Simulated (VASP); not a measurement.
# InSb (I4/mmm) in VASP: further runs, part 2 of 2

VASP 6.6.1. Earlier steps stand in the parts before.

## Step 3: Single point, PBE (31.41 Å³/atom)

File INCAR:

```
PREC = Accurate ; ENCUT = 520
EDIFF = 1E-7 ; ISMEAR = 0
SIGMA = 0.15 ; LREAL = F
LASPH = T ; NELM = 60
ALGO = Normal ; ISIF = 2
LWAVE = F ; LCHARG = T
GGA = PE ; LELF = T
LVHAR = T ; NBANDS = 16
```

File KPOINTS:

```
regular mesh
0
Gamma
  14 14 14
```

File POSCAR:

```
InSb
1.0
    0.0000000000      3.2195969177      3.0299626593
    3.2195969177      0.0000000000      3.0299626593
    3.2195969177      3.2195969177      0.0000000000
In Sb
1 1
Direct
    0.0000000000      0.0000000000      0.0000000000
    0.5000000000      0.5000000000      0.5000000000
```

Potentials or basis: VASP PAW PBE potentials, release 64 (In_d, Sb).

Run with:

```console
$ cat potpaw_PBE.64/In_d/POTCAR potpaw_PBE.64/Sb/POTCAR > POTCAR
$ mpirun -np 1 vasp_std > vasp.out
```

OUTCAR:

```text
PREC = Accurate
   ENCUT = 520
   EDIFF = 1E-7
   ISMEAR = 0
   LREAL = F
   LASPH = T
   NELM = 60
   ISIF = 2
   GGA = PE

 ion  position               nearest neighbor table
   1  0.000  0.000  0.000-   2 3.03   2 3.03   2 3.22   2 3.22   2 3.22   2 3.22
   2  0.500  0.500  0.500-   1 3.03   1 3.03   1 3.22   1 3.22   1 3.22   1 3.22

  LATTYP: Found a body centered tetragonal cell.
 ALAT       =     4.5531976264
 C/A-ratio  =     1.3309163836

  Lattice vectors:

[... 643 lines left out ...]

------------------------ aborting loop because EDIFF is reached ----------------------------------------

  FORCE on cell =-STRESS in cart. coord.  units (eV):
  Direction    XX          YY          ZZ          XY          YZ          ZX
  --------------------------------------------------------------------------------------
  -------------------------------------------------------------------------------------
  Total       -1.5441499     -1.5441499     -0.1310341      0.0000000      0.0000000      0.0000000
  in kB      -39.3849004    -39.3849004     -3.3421402      0.0000000      0.0000000      0.0000000
  external PRESSURE =     -27.3706470 kB  Pullay stress =       0.0000000 kB

 VOLUME and BASIS-vectors are now :
 -----------------------------------------------------------------------------
  energy-cutoff  :      520.00
  volume of cell :       62.82
      direct lattice vectors                 reciprocal lattice vectors
     0.000000000  3.219596918  3.029962659    -0.155298944  0.155298944  0.165018535
     3.219596918  0.000000000  3.029962659     0.155298944 -0.155298944  0.165018535
     3.219596918  3.219596918  0.000000000     0.155298944  0.155298944 -0.165018535

 POSITION                                       TOTAL-FORCE (eV/Angst)
 -----------------------------------------------------------------------------------
      0.00000      0.00000      0.00000         0.000000      0.000000      0.000000
      3.21960      3.21960      3.02996         0.000000      0.000000     -0.000000
 -----------------------------------------------------------------------------------
    total drift:                               -0.000000      0.000000      0.000000

  FREE ENERGIE OF THE ION-ELECTRON SYSTEM (eV)
  ---------------------------------------------------
  free  energy   TOTEN  =        -6.5899752295 eV

  energy  without entropy=       -6.5710891344  energy(sigma->0) =       -6.58053218
```

OSZICAR:

```text
N       E                     dE             d eps       ncg     rms          rms(c)
DAV:   1     0.109833637386E+03    0.10983E+03   -0.79521E+03  7824   0.114E+03
DAV:   2     0.179677625106E+00   -0.10965E+03   -0.10631E+03  8928   0.286E+02
DAV:   3    -0.645470475876E+01   -0.66344E+01   -0.65811E+01  9952   0.698E+01
DAV:   4    -0.663049798644E+01   -0.17579E+00   -0.17574E+00  9856   0.127E+01
DAV:   5    -0.663935437434E+01   -0.88564E-02   -0.88562E-02 11496   0.233E+00    0.280E+00
DAV:   6    -0.658995000692E+01    0.49404E-01   -0.10566E-01 10640   0.480E+00    0.156E+00
DAV:   7    -0.658935543389E+01    0.59457E-03   -0.22465E-02 10688   0.155E+00    0.490E-01
DAV:   8    -0.658986567925E+01   -0.51025E-03   -0.23226E-03  9696   0.551E-01    0.101E-01
DAV:   9    -0.658997289104E+01   -0.10721E-03   -0.20362E-04 10664   0.137E-01    0.494E-02
DAV:  10    -0.658997230936E+01    0.58169E-06   -0.12183E-05 10688   0.282E-02    0.161E-02
DAV:  11    -0.658997522551E+01   -0.29162E-05   -0.47279E-06  9688   0.197E-02    0.620E-03
DAV:  12    -0.658997522950E+01   -0.39845E-08   -0.13487E-07  8088   0.290E-03
   1 F= -.65899752E+01 E0= -.65805322E+01  d E =-.188861E-01
```

stdout:

```text
POSCAR found type information on POSCAR InSb
 POSCAR found :  2 types and       2 ions
 scaLAPACK will be used
 LDA part: xc-table for (Slater+PW92), standard interpolation
 POSCAR, INCAR and KPOINTS ok, starting setup
 FFT: planning ... GRIDC
 FFT: planning ... GRID_SOFT
 FFT: planning ... GRID
 WAVECAR not read
 entering main loop
```

Run time: 2.9 min. Hardware: 1 thread of Intel Xeon Platinum 8259CL at 2.50GHz (Skylake/Cascade Lake), shared host; peak memory 0.4 GiB.

What came out:

* Free energy: -6.5900 eV
* Pressure: -2.7 GPa
* Band gap on the k mesh: zero (bands 9 and 10 overlap by 2.51 eV)

Stress tensor (GPa, compression positive):
```
-3.94  0.00  0.00
 0.00 -3.94  0.00
 0.00  0.00 -0.33
```

Caveat: spin-orbit coupling is left out, which moves the levels of the heavy elements.

## Step 4: Single point, PBE (31.41 Å³/atom)

File INCAR:

```
SYSTEM = InSb
PREC     = Accurate       ! precision mode
ENCUT    = 520            ! plane-wave cutoff, eV
EDIFF    = 1E-6           ! SCF threshold, eV
ISMEAR   = 0              ! smearing method
SIGMA    = 0.15           ! smearing width, eV
LREAL    = .False.        ! projectors in reciprocal space
LASPH    = .True.         ! aspherical terms in the spheres
NELM     = 100            ! most SCF steps
ALGO     = Normal         ! electronic algorithm
ISIF     = 2              ! what is computed and relaxed
LWAVE    = .False.        ! write WAVECAR
LCHARG   = .False.        ! write CHGCAR
GGA      = PE             ! functional
NBANDS   = 16             ! bands
```

File KPOINTS:

```
Automatic mesh
0
Gamma
  14 14 14
  0 0 0
```

File POSCAR:

```
InSb
1.0
    0.0000000000      3.2853719574      2.9098539427
    3.2853719574      0.0000000000      2.9098539427
    3.2853719574      3.2853719574      0.0000000000
In Sb
1 1
Direct
    0.0000000000      0.0000000000      0.0000000000
    0.5000000000      0.5000000000      0.5000000000
```

Run with:

```console
$ cat potpaw_PBE.64/In_d/POTCAR potpaw_PBE.64/Sb/POTCAR > POTCAR
$ mpirun -np 1 vasp_std > vasp.out
```

Run time: 2.7 min. Hardware: 1 thread of Intel Xeon Platinum 8259CL at 2.50GHz (Skylake/Cascade Lake), shared host; peak memory 0.4 GiB.

The run converged. Its results:

```
Free energy            : -6.4949 eV
Pressure               : -1.6 GPa
Band gap on the k mesh : zero (bands 9 and 10 overlap by 2.67 eV)
```

Stress tensor (GPa, compression positive):
```
-4.54  0.00  0.00
 0.00 -4.54  0.00
 0.00  0.00  4.16
```

Levels at points of the mesh, in eV from the Fermi level:
| k point | band 6 | band 7 | band 8 | band 9 | band 10 | band 11 | band 12 | band 13 |
| --- | --- | --- | --- | --- | --- | --- | --- | --- |
| (0.00, 0.00, 0.00) | -10.46 | -0.93 | -0.86 | 0.38 | 0.38 | 4.74 | 4.74 | 5.97 |
| (0.50, 0.00, 0.00) | -8.95 | -6.06 | 0.05 | 0.36 | 1.74 | 2.12 | 3.28 | 3.32 |
| (0.50, 0.50, 0.00) | -7.92 | -4.01 | -3.81 | -2.17 | -2.17 | 3.11 | 7.38 | 7.38 |
| (0.50, 0.00, 0.50) | -8.66 | -3.95 | -2.97 | -2.36 | -1.06 | 3.61 | 6.13 | 8.74 |

Caveat: spin-orbit coupling is left out, which moves the levels of the heavy elements.

## Step 5: Single point, PBE (31.41 Å³/atom)

File INCAR:

```
SYSTEM = InSb
  PREC = Accurate
  ENCUT = 520
  EDIFF = 1E-7
  ISMEAR = 0
  SIGMA = 0.15
  LREAL = .False.
  LASPH = .True.
  NELM = 100
  ALGO = Normal
  ISIF = 2
  LWAVE = .False.
  LCHARG = .False.
  GGA = PE
  NBANDS = 16
```

KPOINTS is that of step 4.

File POSCAR:

```
InSb
1.0
    0.0000000000      3.0300429190      3.4209184556
    3.0300429190      0.0000000000      3.4209184556
    3.0300429190      3.0300429190      0.0000000000
In Sb
1 1
Direct
    0.0000000000      0.0000000000      0.0000000000
    0.5000000000      0.5000000000      0.5000000000
```

Run with:

```console
$ cat potpaw_PBE.64/In_d/POTCAR potpaw_PBE.64/Sb/POTCAR > POTCAR
$ mpirun -np 1 vasp_std > vasp.out
```

Run time: 2.7 min. Hardware: 1 thread of Intel Xeon Platinum 8259CL at 2.50GHz (Skylake/Cascade Lake), shared host; peak memory 0.39 GiB.

Results (log left out):

```
Free energy            : -6.5356 eV
Pressure               : -1.9 GPa
Band gap on the k mesh : zero (bands 9 and 10 overlap by 2.29 eV)
```

Stress tensor (GPa, compression positive):
```
-0.24  0.00  0.00
 0.00 -0.24  0.00
 0.00  0.00 -5.16
```

Levels at points of the mesh, in eV from the Fermi level:
```csv
k point,band 6,band 7,band 8,band 9,band 10,band 11,band 12,band 13
"(0.00, 0.00, 0.00)",-10.47,-0.94,-0.40,-0.40,0.59,4.03,5.68,6.43
"(0.50, 0.00, 0.00)",-8.95,-6.07,-0.06,0.57,1.61,2.72,2.80,3.14
"(0.50, 0.50, 0.00)",-8.98,-3.89,-2.64,-1.62,-1.62,3.68,8.04,8.04
"(0.50, 0.00, 0.50)",-8.10,-4.03,-3.63,-2.62,-1.37,3.31,5.96,9.21
```

Caveat: spin-orbit coupling is left out, which moves the levels of the heavy elements.

## Step 6: Single point, PBE (29.08 Å³/atom)

This run uses another cell than the first one, of 29.08 Å³/atom.

INCAR is that of step 5.

File KPOINTS:

```
regular mesh
0
Gamma
  14 14 14
  0 0 0
```

File POSCAR:

```
InSb
1.0
    0.0000000000      2.8941803606      3.4718587606
    2.8941803606      0.0000000000      3.4718587606
    2.8941803606      2.8941803606      0.0000000000
In Sb
1 1
Direct
    0.0000000000      0.0000000000      0.0000000000
    0.5000000000      0.5000000000      0.5000000000
```

Potentials or basis: VASP PAW PBE potentials, release 64 (In_d, Sb).

Run with:

```console
$ cat potpaw_PBE.64/In_d/POTCAR potpaw_PBE.64/Sb/POTCAR > POTCAR
$ mpirun -np 1 vasp_std > vasp.out
```

Run time: 2.4 min. Hardware: 1 thread of AMD EPYC 9R45 (Zen 5), shared host; peak memory 0.34 GiB.

It converged, with:

```yaml
Free_energy: -6.4057 eV
Pressure: 3.1 GPa
Band_gap_on_the_k_mesh: zero (bands 9 and 10 overlap by 2.58 eV)
```

Stress tensor (GPa, compression positive):
```
 6.94  0.00  0.00
 0.00  6.94  0.00
 0.00  0.00 -4.50
```

Levels at points of the mesh, in eV from the Fermi level:
```csv
k point,band 5,band 6,band 7,band 8,band 9,band 10,band 11,band 12,band 13,band 14
"(0.00, 0.00, 0.00)",-14.49,-11.01,-0.60,-0.60,-0.27,0.68,3.67,5.56,6.20,6.73
"(0.50, 0.00, 0.00)",-14.47,-9.27,-6.55,-0.29,0.82,1.28,3.03,3.10,3.80,9.66
"(0.50, 0.50, 0.00)",-14.46,-9.57,-4.30,-2.00,-1.69,-1.69,3.75,8.45,8.84,8.84
"(0.50, 0.00, 0.50)",-14.44,-8.02,-4.51,-3.73,-3.27,-1.32,3.18,5.61,9.41,9.94
```

Caveat: the cell stands under pressure; spin-orbit coupling is left out, which moves the levels of the heavy elements.

## Step 7: Summary

```tsv
cell	gap on the mesh (eV)	pressure (GPa)
a = 4.364, b = 4.364, c = 4.741 Å, angles 57.1, 57.1, 65.8°, 2 atoms	none	0.3
a = 4.421, b = 4.421, c = 4.553 Å, angles 59.0, 59.0, 62.0°, 2 atoms	none	-2.7
a = 4.389, b = 4.389, c = 4.646 Å, angles 58.0, 58.0, 63.9°, 2 atoms	none	-1.6
a = 4.570, b = 4.570, c = 4.285 Å, angles 62.0, 62.0, 55.9°, 2 atoms	none	-1.9
a = 4.520, b = 4.520, c = 4.093 Å, angles 63.1, 63.1, 53.8°, 2 atoms	none	3.1
```

Alike in all rows: task single point; level PBE; potentials or basis VASP PAW PBE potentials, release 64 (In_d, Sb); no spin polarisation; k mesh 14 × 14 × 14; cutoff (eV) 520; smearing gaussian 0.15 eV.

Caveats: spin-orbit coupling is left out, which moves the levels of the heavy elements; the cell stands under pressure (at least some runs).

Total energies depend on the potentials used, so only differences within one code and one set of settings carry meaning.
